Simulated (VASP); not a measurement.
# Li15Se8 (a cell with a defect) in VASP: electric field gradients with PBE

Aim: the electric field gradients of Li15Se8 (a cell with a defect) with PBE.

Everything below comes from runs of VASP 6.6.1. Logs are shortened: lines on timing, memory, paths and dates and some standing lists are left out, and cuts for length are marked.

### 1 The cell of the first run

The cell holds a defect, 23 atoms: a = 8.418 Å, b = 8.418 Å, c = 8.418 Å, α = 60.00°, β = 60.00°, γ = 60.00°.

### 2 Electric field gradients, PBE (atoms taken out)

INCAR reads:

```
SYSTEM = Li15Se8
ALGO = Normal
EDIFF = 1E-8
ENCUT = 650
GGA = PE
GGA_COMPAT = .FALSE.
ISIF = 2
ISMEAR = -1
LASPH = .TRUE.
LCHARG = .FALSE.
LEFG = .TRUE.
LREAL = .FALSE.
LWAVE = .FALSE.
NBANDS = 64
NELECT = 94.0
NELM = 120
PREC = Accurate
SIGMA = 0.01
```

KPOINTS reads:

```
k-points
0
G
  3 3 3
  0 0 0
```

POSCAR reads:

```
Li15Se8
1.0
    0.0000000000      5.9520885296      5.9520885296
    5.9520885296      0.0000000000      5.9520885296
    5.9520885296      5.9520885296      0.0000000000
Li Se
15 8
Direct
    0.3750000000      0.3750000000      0.8750000000
    0.3750000000      0.8750000000      0.3750000000
    0.3750000000      0.8750000000      0.8750000000
    0.8750000000      0.3750000000      0.3750000000
    0.8750000000      0.3750000000      0.8750000000
    0.8750000000      0.8750000000      0.3750000000
    0.8750000000      0.8750000000      0.8750000000
    0.1250000000      0.1250000000      0.1250000000
    0.1250000000      0.1250000000      0.6250000000
    0.1250000000      0.6250000000      0.1250000000
    0.1250000000      0.6250000000      0.6250000000
    0.6250000000      0.1250000000      0.1250000000
    0.6250000000      0.1250000000      0.6250000000
    0.6250000000      0.6250000000      0.1250000000
    0.6250000000      0.6250000000      0.6250000000
    0.0000000000      0.0000000000      0.0000000000
    0.0000000000      0.0000000000      0.5000000000
    0.0000000000      0.5000000000      0.0000000000
    0.0000000000      0.5000000000      0.5000000000
    0.5000000000      0.0000000000      0.0000000000
    0.5000000000      0.0000000000      0.5000000000
    0.5000000000      0.5000000000      0.0000000000
    0.5000000000      0.5000000000      0.5000000000
```

Potentials or basis: VASP PAW PBE potentials, release 64 (Li_sv, Se).

Launch:

```
$ cat potpaw_PBE.64/Li_sv/POTCAR potpaw_PBE.64/Se/POTCAR > POTCAR
$ mpirun -np 1 vasp_std > vasp.out
```

OUTCAR:

```text
SYSTEM = Li15Se8
   EDIFF = 1E-8
   ENCUT = 650
   GGA = PE
   ISIF = 2
   ISMEAR = -1
   LASPH = .TRUE.
   LREAL = .FALSE.
   NELECT = 94.0
   NELM = 120
   PREC = Accurate

 ion  position               nearest neighbor table
   1  0.375  0.375  0.875-  18 2.58  20 2.58  22 2.58  23 2.58
   2  0.375  0.875  0.375-  17 2.58  20 2.58  21 2.58  23 2.58
   3  0.375  0.875  0.875-  16 2.58  20 2.58  21 2.58  22 2.58
   4  0.875  0.375  0.375-  17 2.58  18 2.58  19 2.58  23 2.58
   5  0.875  0.375  0.875-  16 2.58  18 2.58  19 2.58  22 2.58
   6  0.875  0.875  0.375-  16 2.58  17 2.58  19 2.58  21 2.58
   7  0.875  0.875  0.875-  16 2.58  17 2.58  18 2.58  20 2.58
   8  0.125  0.125  0.125-  16 2.58  17 2.58  18 2.58  20 2.58
   9  0.125  0.125  0.625-  16 2.58  17 2.58  19 2.58  21 2.58
  10  0.125  0.625  0.125-  16 2.58  18 2.58  19 2.58  22 2.58
  11  0.125  0.625  0.625-  17 2.58  18 2.58  19 2.58  23 2.58
  12  0.625  0.125  0.125-  16 2.58  20 2.58  21 2.58  22 2.58
  13  0.625  0.125  0.625-  17 2.58  20 2.58  21 2.58  23 2.58
  14  0.625  0.625  0.125-  18 2.58  20 2.58  22 2.58  23 2.58
  15  0.625  0.625  0.625-  19 2.58  21 2.58  22 2.58  23 2.58
  16  0.000  0.000  0.000-   3 2.58   5 2.58   6 2.58   7 2.58   8 2.58   9 2.58  10 2.58  12 2.58
[... 8 lines left out ...]
  21  0.500  0.000  0.500-   2 2.58   3 2.58   6 2.58   9 2.58  12 2.58  13 2.58  15 2.58
  22  0.500  0.500  0.000-   1 2.58   3 2.58   5 2.58  10 2.58  12 2.58  14 2.58  15 2.58
  23  0.500  0.500  0.500-   1 2.58   2 2.58   4 2.58  11 2.58  13 2.58  14 2.58  15 2.58

  LATTYP: Found a face centered cubic cell.
 ALAT       =    11.9041770592

  Lattice vectors:

 A1 = (   0.0000000000,   5.9520885296,   5.9520885296)
 A2 = (   5.9520885296,   0.0000000000,   5.9520885296)
 A3 = (   5.9520885296,   5.9520885296,   0.0000000000)

Analysis of symmetry for initial positions (statically):
=====================================================================
 Subroutine PRICEL returns:
 Original cell was already a primitive cell.

 Routine SETGRP: Setting up the symmetry group for a
 face centered cubic supercell.

 Subroutine GETGRP returns: Found 24 space group operations
 (whereof  6 operations were pure point group operations)
 out of a pool of 48 trial point group operations.

The static configuration has the point symmetry C_3v.
 The point group associated with its full space group is T_d .

Analysis of symmetry for dynamics (positions and initial velocities):
=====================================================================
 Subroutine PRICEL returns:
 Original cell was already a primitive cell.

 Routine SETGRP: Setting up the symmetry group for a
 face centered cubic supercell.

 Subroutine GETGRP returns: Found 24 space group operations
 (whereof  6 operations were pure point group operations)
 out of a pool of 48 trial point group operations.

The dynamic configuration has the point symmetry C_3v.
 The point group associated with its full space group is T_d .

 Subroutine INISYM returns: Found 24 space group operations
 (whereof  6 operations are pure point group operations),
 and found     1 'primitive' translations

----------------------------------------------------------------------------------------

                                     Primitive cell

  volume of cell :     421.7335

  direct lattice vectors                    reciprocal lattice vectors
     0.000000000  5.952088530  5.952088530    -0.084004127  0.084004127  0.084004127
     5.952088530  0.000000000  5.952088530     0.084004127 -0.084004127  0.084004127
     5.952088530  5.952088530  0.000000000     0.084004127  0.084004127 -0.084004127

  length of vectors
     8.417524323  8.417524323  8.417524323     0.145499416  0.145499416  0.145499416

  position of ions in fractional coordinates (direct lattice)
     0.375000000  0.375000000  0.875000000
     0.375000000  0.875000000  0.375000000
     0.375000000  0.875000000  0.875000000
     0.875000000  0.375000000  0.375000000
     0.875000000  0.375000000  0.875000000
     0.875000000  0.875000000  0.375000000
[... 101 lines left out ...]
   ISYM   =      2    0-nonsym 1-usesym 2-fastsym
   POTIM  = 0.5000    time-step for ionic-motion
   TEBEG  =    0.0;   TEEND  =   0.0 temperature during run
   PSTRESS=    0.0 pullay stress
   NELECT =      94.0000    total number of electrons
   NUPDOWN=      -1.0000    fix difference up-down
   EMIN   =  10.00;   EMAX   =-10.00  energy-range for DOS
   EFERMI =   0.00;   METHOD = LEGACY
   ISMEAR =    -1;   SIGMA  =   0.01  broadening in eV -4-tet -1-fermi 0-gaus
   EFERMI_NEDOS =   21; number of points for ismear=-14 and -15
   IALGO  =     38    algorithm
   IMIX   =      4    mixing-type and parameters
     AMIX     =   0.40;   BMIX     =  1.00
     AMIX_MAG =   1.60;   BMIX_MAG =  1.00
  volume/ion in A,a.u.               =      18.34       123.74
  Fermi-wavevector in a.u.,A,eV,Ry     =   0.992593  1.875730 13.405028  0.985242
  Thomas-Fermi vector in A             =   2.124416
   LORBIT       =      0    0 simple, 1 ext, 2 COOP (PROOUT), +10 PAW based schemes
   GGA     = PE    functional components
   LHFCALC =     F    Hartree Fock is set to
   AEXX    =    0.0000 exact exchange contribution
   IVDW    =     0    specifies the selected vdW correction
   LEPSILON=     F    determine dielectric tensor
   LRPA    =     F    only Hartree local field effects (RPA)
 non-spin polarized calculation
  energy-cutoff  :      650.00
  volume of cell :      421.73
 maximum number of plane-waves:     16049
 NGX is ok and might be reduce to    70
   NGX = 35   NGY = 35   NGZ = 35

 number of electron      93.9999939 magnetization

 Free energy of the ion-electron system (eV)
  ---------------------------------------------------
  ext. energy  EPLUGINS =         0.00000000
  ---------------------------------------------------
  free energy    TOTEN  =       -82.96165790 eV

  energy without entropy =      -82.96165790  energy(sigma->0) =      -82.96165790

 E-fermi :   1.5702     XC(G=0):  -8.3109

 val. band max:        1.3124374439   @ k =   0.0000   0.0000   0.0000
 cond. band min:       3.9156839183   @ k =   0.0000   0.0000   0.0000
 fundamental gap:      2.6032464744
 Fermi energy:         1.5702398849

 k-point     1 :       0.0000    0.0000    0.0000
  band No.  band energies     occupation
      1     -44.1997      2.00000
      2     -44.1991      2.00000
      3     -43.8081      2.00000
      4     -43.8032      2.00000
      5     -43.8032      2.00000
      6     -43.7992      2.00000
[... 237 lines left out ...]
     58       7.0764      0.00000
     59       7.1448      0.00000
 [bands above 59 left out]

------------------------ aborting loop because EDIFF is reached ----------------------------------------

  FORCE on cell =-STRESS in cart. coord.  units (eV):
  Direction    XX          YY          ZZ          XY          YZ          ZX
  --------------------------------------------------------------------------------------
  -------------------------------------------------------------------------------------
  Total        6.9431605      6.9431605      6.9431605      0.0000000     -0.0000000      0.0000000
  in kB       26.3772577     26.3772577     26.3772577      0.0000000     -0.0000000      0.0000000
  external PRESSURE =      26.3772577 kB  Pullay stress =       0.0000000 kB

 VOLUME and BASIS-vectors are now :
 -----------------------------------------------------------------------------
  energy-cutoff  :      650.00
  volume of cell :      421.73
      direct lattice vectors                 reciprocal lattice vectors
     0.000000000  5.952088530  5.952088530    -0.084004127  0.084004127  0.084004127
     5.952088530  0.000000000  5.952088530     0.084004127 -0.084004127  0.084004127
     5.952088530  5.952088530  0.000000000     0.084004127  0.084004127 -0.084004127

 POSITION                                       TOTAL-FORCE (eV/Angst)
 -----------------------------------------------------------------------------------
      7.44011      7.44011      4.46407         0.000000      0.000000      0.254449
      7.44011      4.46407      7.44011         0.000000      0.254449     -0.000000
     10.41615      7.44011      7.44011        -0.254449      0.000000     -0.000000
      4.46407      7.44011      7.44011         0.254449      0.000000     -0.000000
      7.44011     10.41615      7.44011         0.000000     -0.254449     -0.000000
      7.44011      7.44011     10.41615         0.000000      0.000000     -0.254449
[... 15 lines left out ...]
      2.97604      2.97604      5.95209        -0.105863     -0.105863      0.105863
      5.95209      5.95209      5.95209         0.105863      0.105863      0.105863
 -----------------------------------------------------------------------------------
    total drift:                               -0.000000     -0.000000     -0.000000

  FREE ENERGIE OF THE ION-ELECTRON SYSTEM (eV)
  ---------------------------------------------------
  free  energy   TOTEN  =       -82.9616578969 eV

  energy  without entropy=      -82.9616578969  energy(sigma->0) =      -82.96165790

 Electric field gradients (V/A^2)
---------------------------------------------------------------------
 ion       V_xx      V_yy      V_zz      V_xy      V_xz      V_yz
---------------------------------------------------------------------
   1       0.053     0.053    -0.106    -0.276    -0.001    -0.001
   2       0.053    -0.106     0.053    -0.001    -0.276    -0.001
   3      -0.106     0.053     0.053    -0.002    -0.002     0.272
   4      -0.106     0.053     0.053    -0.001    -0.001    -0.276
   5       0.053    -0.106     0.053    -0.002     0.272    -0.002
   6       0.053     0.053    -0.106     0.272    -0.002    -0.002
[... 15 lines left out ...]
  22       0.000     0.000    -0.000   -32.470    32.470    32.470
  23      -0.000    -0.000    -0.000   -32.470   -32.470   -32.470
---------------------------------------------------------------------

 Electric field gradients after diagonalization (V/A^2)
 (convention: |V_zz| > |V_xx| > |V_yy|)
----------------------------------------------------------------------
 ion       V_xx      V_yy      V_zz     asymmetry (V_yy - V_xx)/ V_zz
----------------------------------------------------------------------
   1      -0.223    -0.106     0.329       0.353
   2      -0.223    -0.106     0.329       0.353
   3      -0.219    -0.106     0.325       0.349
   4      -0.223    -0.106     0.329       0.353
   5      -0.219    -0.106     0.325       0.349
   6      -0.219    -0.106     0.325       0.349
[... 15 lines left out ...]
  22      32.470    32.470   -64.941       0.000
  23      32.470    32.470   -64.940       0.000
----------------------------------------------------------------------

           NMR quadrupolar parameters

 Cq : quadrupolar parameter    Cq=e*Q*V_zz/h
 eta: asymmetry parameters     (V_yy - V_xx)/ V_zz
 Q  : nuclear electric quadrupole moment in mb (millibarn)
----------------------------------------------------------------------
 ion       Cq(MHz)       eta       Q (mb)
----------------------------------------------------------------------
   1       0.001       0.353       1.000
   2       0.001       0.353       1.000
   3       0.001       0.349       1.000
   4       0.001       0.353       1.000
   5       0.001       0.349       1.000
   6       0.001       0.349       1.000
[... 15 lines left out ...]
  22      -0.157       0.000       1.000
  23      -0.157       0.000       1.000
----------------------------------------------------------------------
```

Wall time 4.1 min (1 thread of Intel Xeon 6975P-C (Granite Rapids), shared host); peak memory 0.72 GiB.

Results:

```
Free energy                             : -82.9617 eV
Largest force                           : 0.378 eV/Å
Largest electric field gradient by atom : Li +0.3, -0.0 (each value once); Se +16.5, -64.9 (each value once) V/Å²
```

Forces on the atoms (eV/Å):
```
Li   0.000  0.000  0.254
Li   0.000  0.254  0.000
Li  -0.254  0.000  0.000
Li   0.254  0.000  0.000
Li   0.000 -0.254  0.000
Li   0.000  0.000 -0.254
Li   0.000  0.000  0.000
Li   0.000  0.000  0.000
Li   0.000  0.000  0.378
Li   0.000  0.378  0.000
Li  -0.378  0.000  0.000
Li   0.378  0.000  0.000
Li   0.000 -0.378  0.000
Li   0.000  0.000 -0.378
Li   0.000  0.000  0.000
Se  -0.001 -0.001 -0.001
Se   0.001  0.001 -0.001
Se   0.001 -0.001  0.001
Se   0.106 -0.106 -0.106
Se  -0.001  0.001  0.001
Se  -0.106  0.106 -0.106
Se  -0.106 -0.106  0.106
Se   0.106  0.106  0.106
```

Levels at points of the mesh, in eV from the Fermi level:
```csv
k point,band 44,band 45,band 46,band 47,band 48,band 49,band 50,band 51
"(0.00, 0.00, 0.00)",-1.07,-0.26,-0.26,-0.26,2.35,2.35,2.35,2.83
```

Electric field gradients, principal values (V/Å²):
| atom | least | middle | greatest (by size) |
| --- | --- | --- | --- |
| 1 Li | -0.106 | -0.223 | 0.329 |
| 2 Li | -0.106 | -0.223 | 0.329 |
| 3 Li | -0.106 | -0.219 | 0.325 |
| 4 Li | -0.106 | -0.223 | 0.329 |
| 5 Li | -0.106 | -0.219 | 0.325 |
| 6 Li | -0.106 | -0.219 | 0.325 |
| 7 Li | 0.002 | 0.002 | -0.004 |
| 8 Li | 0.002 | 0.002 | -0.004 |
| 9 Li | -0.168 | -0.169 | 0.337 |
| 10 Li | -0.168 | -0.169 | 0.337 |
| 11 Li | -0.167 | -0.174 | 0.340 |
| 12 Li | -0.168 | -0.169 | 0.337 |
| 13 Li | -0.167 | -0.174 | 0.340 |
| 14 Li | -0.167 | -0.174 | 0.340 |
| 15 Li | 0.002 | 0.002 | -0.004 |
| 16 Se | -8.257 | -8.257 | 16.513 |
| 17 Se | -8.256 | -8.257 | 16.513 |
| 18 Se | -8.256 | -8.257 | 16.513 |
| 19 Se | 32.470 | 32.470 | -64.941 |
| 20 Se | -8.256 | -8.257 | 16.513 |
| 21 Se | 32.470 | 32.470 | -64.941 |
| 22 Se | 32.470 | 32.470 | -64.941 |
| 23 Se | 32.470 | 32.470 | -64.940 |

Caveat: the cell carries a net charge on a neutralising background, which shifts energy and pressure; the cell differs from its parent crystal (atoms taken out); the cell is charged against a uniform background, so pressure and absolute levels hang on convention; without QUAD_EFG the Cq values of the log hold for a quadrupole moment of 1 mb, not for the nuclei.
